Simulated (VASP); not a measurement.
# Ga: relaxation of cell and atoms with PBE

The system is Ga.

```
Ga
1.0
     2.40969    0.00000    0.00000
    -1.20485    2.08686    0.00000
     0.00000    0.00000    3.90371
Ga
2
Direct
  0.33333 0.66667 0.25000
  0.66667 0.33333 0.75000
```

This isn't the form of Ga at room conditions, which is orthorhombic.

```
Program                : VASP 6.6.1
Task                   : relaxation of cell and atoms
Functional             : PBE
Potentials or basis    : VASP PAW PBE potentials, release 64 (Ga_d)
Cutoff                 : 600 eV
k mesh                 : 18 × 18 × 10
Occupations            : fermi-dirac, width 0.1 eV
Spin                   : no spin polarisation
Target pressure        : 160 GPa
Dipole correction      : no
Further INCAR settings : ALGO = Normal; EDIFF = 1e-06; IBRION = 2; EDIFFG = -0.005; NSW = 60; ISIF = 3
```

```yaml
Relaxed_volume: 9.82 Å³/atom
Relaxed_cell: a = 2.391 Å, b = 2.391 Å, c = 3.964 Å, α = 90.00°, β = 90.00°, γ = 120.00°
Space_group_after_relaxing_to_0.1_Å: P6_3/mmc (No. 194)
Energy_change_on_relaxing_the_run_minimises_the_enthalpy: -4.1 meV/atom
Ionic_steps: 21
Pressure_after_relaxing: 160.0 GPa
Band_gap_on_the_k_mesh: zero (bands 13 and 14 overlap by 10.52 eV)
```

Stress tensor (GPa, compression positive):
```
159.92   0.00   0.00
  0.00 159.92   0.00
  0.00   0.00 160.02
```

The path:
```
step  energy change (eV)  largest force (eV/Å)  pressure (GPa)  volume (Å³)
   1              0.0000                0.0000          160.32        19.63
   2             -0.0580                0.0000          158.15        19.68
   3             -0.0590                0.0000          158.25        19.68
   4              0.2368                0.0000          167.67        19.39
   5             -0.0026                0.0000          159.99        19.63
   6             -0.0006                0.0000          160.36        19.63
   7             -0.0529                0.0000          158.27        19.68
   8             -0.0101                0.0000          160.01        19.64
   9             -0.0110                0.0000          159.85        19.64
  10             -0.0103                0.0000          159.79        19.64
  11              0.0159                0.0000          160.80        19.61
  12             -0.0029                0.0000          159.99        19.63
  13             -0.0020                0.0000          160.08        19.63
  14             -0.0025                0.0000          160.14        19.63
  15             -0.0027                0.0000          160.07        19.63
  16             -0.0104                0.0000          159.83        19.64
  17             -0.0069                0.0000          159.99        19.63
  18             -0.0080                0.0000          159.96        19.63
  19             -0.0092                0.0000          159.75        19.63
  20             -0.0083                0.0000          159.89        19.63
  21             -0.0081                0.0000          159.95        19.63
```

Final structure:
```
CELL_PARAMETERS angstrom
2.39135 0.00000 0.00000
-1.19568 2.07097 0.00000
0.00000 0.00000 3.96432
ATOMIC_POSITIONS crystal
Ga 0.33333 0.66667 0.25000
Ga 0.66667 0.33333 0.75000
```

Levels at points of the mesh, in eV from the Fermi level:
| k point | band 11 | band 12 | band 13 | band 14 | band 15 | band 16 |
| --- | --- | --- | --- | --- | --- | --- |
| (0.00, 0.00, 0.00) | -15.91 | -8.66 | -5.97 | 16.54 | 16.54 | 17.68 |
| (0.50, 0.00, 0.00) | -8.80 | -7.82 | 0.35 | 0.75 | 3.22 | 3.29 |
| (0.00, 0.00, 0.50) | -15.25 | -15.25 | 5.08 | 5.08 | 18.49 | 18.49 |
| (0.50, 0.00, 0.50) | -7.26 | -7.26 | -4.06 | -4.06 | 10.24 | 10.24 |

Wall time 8.5 min on 1 thread of Intel Xeon 8259CL (shared host), peak memory 0.21 GiB.

Caveat: the cell is relaxed towards a set pressure, so the run minimises the enthalpy, not the energy.
